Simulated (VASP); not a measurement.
# ZnSe (Stilleite) (F-43m) in VASP: notebook, part 2 of 2

VASP 6.6.1.

### Step 5. Single point, PBE-based screened hybrid

POSCAR reads:

```
ZnSe
1.0
    0.0000000000      2.8338000000      2.8338000000
    2.8338000000      0.0000000000      2.8338000000
    2.8338000000      2.8338000000      0.0000000000
Se Zn
1 1
Direct
    0.7500000000      0.7500000000      0.7500000000
    0.0000000000      0.0000000000      0.0000000000
```

INCAR.step1 reads:

```
SYSTEM = ZnSe
PREC     = Accurate       ! precision mode
ENCUT    = 520            ! plane-wave cutoff, eV
EDIFF    = 1E-5           ! SCF threshold, eV
ISMEAR   = -1             ! smearing method
SIGMA    = 0.05           ! smearing width, eV
LREAL    = .FALSE.        ! projectors in reciprocal space
LASPH    = .TRUE.         ! aspherical terms in the spheres
NELM     = 60             ! most SCF steps
ALGO     = Normal         ! electronic algorithm
ISIF     = 2              ! what is computed and relaxed
LWAVE    = .TRUE.         ! write WAVECAR
GGA      = PE             ! functional
NBANDS   = 16             ! bands
```

INCAR.step2 reads:

```
SYSTEM = ZnSe
PREC     = Accurate       ! precision mode
ENCUT    = 520            ! plane-wave cutoff, eV
EDIFF    = 1E-7           ! SCF threshold, eV
ISMEAR   = -1             ! smearing method
SIGMA    = 0.05           ! smearing width, eV
LREAL    = .FALSE.        ! projectors in reciprocal space
LASPH    = .TRUE.         ! aspherical terms in the spheres
NELM     = 60             ! most SCF steps
ALGO     = Normal         ! electronic algorithm
ISIF     = 2              ! what is computed and relaxed
LWAVE    = .FALSE.        ! write WAVECAR
LCHARG   = .TRUE.         ! write CHGCAR
GGA      = PE             ! functional
LHFCALC  = .TRUE.         ! exact exchange
AEXX     = 0.25           ! exact-exchange fraction
HFSCREEN = 0.1            ! screening, 1/A
PRECFOCK = Normal       
LELF     = .TRUE.         ! ELF
LVHAR    = .TRUE.       
ISTART   = 1            
NBANDS   = 16             ! bands
```

KPOINTS reads:

```
Automatic mesh
0
G
  4 4 4
  0 0 0
```

Potentials or basis: VASP PAW PBE potentials, release 64 (Se, Zn).

The run is started by

```sh
$ cat potpaw_PBE.64/Se/POTCAR potpaw_PBE.64/Zn/POTCAR > POTCAR
$ cp INCAR.step1 INCAR
$ mpirun -np 1 vasp_std > vasp.out
$ cp INCAR.step2 INCAR
$ mpirun -np 1 vasp_std > vasp.out
```

OUTCAR:

```text
SYSTEM = ZnSe
   PREC = Accurate
   ENCUT = 520
   EDIFF = 1E-7
   ISMEAR = -1
   LREAL = .FALSE.
   LASPH = .TRUE.
   NELM = 60
   ISIF = 2
   GGA = PE
   LHFCALC = .TRUE.
   AEXX = 0.25
   HFSCREEN = 0.1
   PRECFOCK = Normal
   ISTART = 1

 ion  position               nearest neighbor table
   1  0.750  0.750  0.750-   2 2.45   2 2.45   2 2.45   2 2.45
   2  0.000  0.000  0.000-   1 2.45   1 2.45   1 2.45   1 2.45

  LATTYP: Found a face centered cubic cell.
 ALAT       =     5.6676000000

  Lattice vectors:

 A1 = (   0.0000000000,   2.8338000000,   2.8338000000)
 A2 = (   2.8338000000,   0.0000000000,   2.8338000000)
 A3 = (   2.8338000000,   2.8338000000,   0.0000000000)

Analysis of symmetry for initial positions (statically):
=====================================================================
 Subroutine PRICEL returns:
 Original cell was already a primitive cell.

 Routine SETGRP: Setting up the symmetry group for a
 face centered cubic supercell.

[... 153 lines left out ...]
  free energy    TOTEN  =        -7.67733741 eV

  energy without entropy =       -7.67733741  energy(sigma->0) =       -7.67733741

 E-fermi :   1.8998     XC(G=0):  -7.5402

 val. band max:        0.7867204751   @ k =   0.0000   0.0000   0.0000
 cond. band min:       3.5514725348   @ k =   0.0000   0.0000   0.0000
 fundamental gap:      2.7647520597
 Fermi energy:         1.8998399914

 k-point     1 :       0.0000    0.0000    0.0000
  band No.  band energies     occupation
      1     -13.6162      2.00000
      2      -7.4394      2.00000
      3      -7.4394      2.00000
      4      -7.4394      2.00000
      5      -7.1099      2.00000
      6      -7.1099      2.00000
[... 129 lines left out ...]
      3      -7.2674      2.00000
      4      -7.1456      2.00000
      5      -7.1203      2.00000
      6      -6.7693      2.00000
[... 8 lines left out ...]
     15      16.4404      0.00000
     16      16.6078      0.00000

------------------------ aborting loop because EDIFF is reached ----------------------------------------

  FORCE on cell =-STRESS in cart. coord.  units (eV):
  Direction    XX          YY          ZZ          XY          YZ          ZX
  --------------------------------------------------------------------------------------
  -------------------------------------------------------------------------------------
  Total        0.3496672      0.3496672      0.3496672      0.0000000      0.0000000      0.0000000
  in kB       12.3091469     12.3091469     12.3091469      0.0000000      0.0000000      0.0000000
  external PRESSURE =      12.3091469 kB  Pullay stress =       0.0000000 kB

 VOLUME and BASIS-vectors are now :
 -----------------------------------------------------------------------------
  energy-cutoff  :      520.00
  volume of cell :       45.51
      direct lattice vectors                 reciprocal lattice vectors
     0.000000000  2.833800000  2.833800000    -0.176441527  0.176441527  0.176441527
     2.833800000  0.000000000  2.833800000     0.176441527 -0.176441527  0.176441527
     2.833800000  2.833800000  0.000000000     0.176441527  0.176441527 -0.176441527

 POSITION                                       TOTAL-FORCE (eV/Angst)
 -----------------------------------------------------------------------------------
      4.25070      4.25070      4.25070        -0.000000     -0.000000     -0.000000
      0.00000      0.00000      0.00000         0.000000      0.000000      0.000000
 -----------------------------------------------------------------------------------
    total drift:                               -0.000073     -0.000075     -0.000045

  FREE ENERGIE OF THE ION-ELECTRON SYSTEM (eV)
  ---------------------------------------------------
  free  energy   TOTEN  =        -7.6773374066 eV

  energy  without entropy=       -7.6773374065  energy(sigma->0) =       -7.67733741
```

OSZICAR.step1:

```text
N       E                     dE             d eps       ncg     rms          rms(c)
DAV:   1     0.849310587888E+02    0.84931E+02   -0.83023E+03   256   0.124E+03
DAV:   2    -0.110695022778E+01   -0.86038E+02   -0.81085E+02   280   0.241E+02
DAV:   3    -0.622015612240E+01   -0.51132E+01   -0.50978E+01   328   0.585E+01
DAV:   4    -0.625771931688E+01   -0.37563E-01   -0.37559E-01   280   0.544E+00
DAV:   5    -0.625789997190E+01   -0.18066E-03   -0.18065E-03   352   0.348E-01    0.477E+00
DAV:   6    -0.597403244673E+01    0.28387E+00   -0.54383E-01   384   0.236E+01    0.365E+00
DAV:   7    -0.595259096800E+01    0.21441E-01   -0.15867E-01   272   0.348E+00    0.155E+00
DAV:   8    -0.595268137212E+01   -0.90404E-04   -0.48685E-03   352   0.687E-01    0.459E-01
DAV:   9    -0.595301421517E+01   -0.33284E-03   -0.11978E-03   272   0.263E-01    0.682E-02
DAV:  10    -0.595312967644E+01   -0.11546E-03   -0.18486E-04   320   0.100E-01    0.212E-02
DAV:  11    -0.595313018821E+01   -0.51177E-06   -0.36986E-05   272   0.475E-02
   1 F= -.59531302E+01 E0= -.59531301E+01  d E =-.211605E-06
```

Run time: 11 min. Hardware: 1 thread of Intel Xeon 6975P-C, shared host; peak memory 0.28 GiB.

What came out:

```
Free energy            : -7.6773 eV
Pressure               : 1.2 GPa
Band gap on the k mesh : 2.76 eV, direct
```

Levels at points of the mesh, in eV from the valence-band top:
```csv
k point,band 7,band 8,band 9,band 10,band 11,band 12
"(0.00, 0.00, 0.00)",0.00,0.00,0.00,2.76,7.30,7.30
"(0.50, 0.00, 0.00)",-5.57,-0.92,-0.92,4.00,7.85,7.85
"(0.50, 0.50, 0.00)",-5.17,-2.33,-2.33,4.20,4.85,12.56
```

Caveat: the k points lie up to 0.48 Å⁻¹ apart; the PAW data sets were made with another functional, which shifts forces and pressure a little.

### Step 6. Single point, PBE-based screened hybrid

POSCAR is that of step 5.

INCAR.step1 reads:

```
SYSTEM = ZnSe
PREC = Accurate
ENCUT = 520
EDIFF = 1E-5
ISMEAR = -1
SIGMA = 0.05
LREAL = .False.
LASPH = .True.
NELM = 80
ALGO = Normal
ISIF = 2
LWAVE = .True.
LCHARG = .False.
GGA = PE
NBANDS = 16
```

INCAR.step2 reads:

```
SYSTEM = ZnSe
PREC = Accurate
ENCUT = 520
EDIFF = 1E-6
ISMEAR = -1
SIGMA = 0.05
LREAL = .False.
LASPH = .True.
NELM = 80
ALGO = Normal
ISIF = 2
LWAVE = .False.
LCHARG = .False.
GGA = PE
LHFCALC = .True.
AEXX = 0.25
HFSCREEN = 0.15
PRECFOCK = Normal
ISTART = 1
NBANDS = 16
```

KPOINTS reads:

```
regular mesh
0
Gamma
  4 4 4
  0 0 0
```

Potentials or basis: VASP PAW PBE potentials, release 64 (Se, Zn).

The run is started by

```sh
$ cat potpaw_PBE.64/Se/POTCAR potpaw_PBE.64/Zn/POTCAR > POTCAR
$ cp INCAR.step1 INCAR
$ mpirun -np 1 vasp_std > vasp.out
$ cp INCAR.step2 INCAR
$ mpirun -np 1 vasp_std > vasp.out
```

Run time: 9.1 min. Hardware: 1 thread of Intel Xeon 6975P-C, shared host; peak memory 0.28 GiB.

The run converged. Its results:

```
Free energy            : -7.5265 eV
Pressure               : 1.3 GPa
Band gap on the k mesh : 2.59 eV, direct
```

Levels at points of the mesh, in eV from the valence-band top:
```
           k point  band 7  band 8  band 9  band 10  band 11  band 12
(0.00, 0.00, 0.00)    0.00    0.00    0.00     2.59     7.12     7.12
(0.50, 0.00, 0.00)   -5.56   -0.92   -0.92     3.82     7.67     7.67
(0.50, 0.50, 0.00)   -5.16   -2.32   -2.32     4.02     4.67    12.37
```

Caveat: the k points lie up to 0.48 Å⁻¹ apart; the PAW data sets were made with another functional, which shifts forces and pressure a little.

### Step 7. The runs side by side

| task | level | cell | k mesh | cutoff (eV) | grid for exact exchange (PRECFOCK) | share of exact exchange | screening parameter | gap on the mesh (eV) | pressure (GPa) |
| --- | --- | --- | --- | --- | --- | --- | --- | --- | --- |
| relaxation of cell and atoms | PBEsol | relaxed to 10 GPa | 8 × 8 × 8 | 600 | - | - | - | 1.72 | 10.0 |
| relaxation of cell and atoms | PBEsol | relaxed to 20 GPa | 8 × 8 × 8 | 600 | - | - | - | 2.08 | 20.0 |
| relaxation of cell and atoms | PBEsol | relaxed to 30 GPa | 8 × 8 × 8 | 600 | - | - | - | 2.08 | 30.0 |
| single point | PBE-based screened hybrid | as given | 4 × 4 × 4 | 520 | Normal | 0.25 | 0.1 1/Å | 2.76 | 1.2 |
| single point | PBE-based screened hybrid | as given | 4 × 4 × 4 | 520 | Normal | 0.25 | 0.15 1/Å | 2.59 | 1.3 |

Alike in all rows: potentials or basis VASP PAW PBE potentials, release 64 (Se, Zn); no spin polarisation; smearing fermi-dirac 0.05 eV.

Caveats: some runs use coarse meshes; the PAW data sets were made with another functional, which shifts forces and pressure a little; the cell is relaxed towards a set pressure, so the enthalpy falls and the energy may rise (some runs).

Total energies depend on the potentials used, so only differences within one code and one set of settings carry meaning.
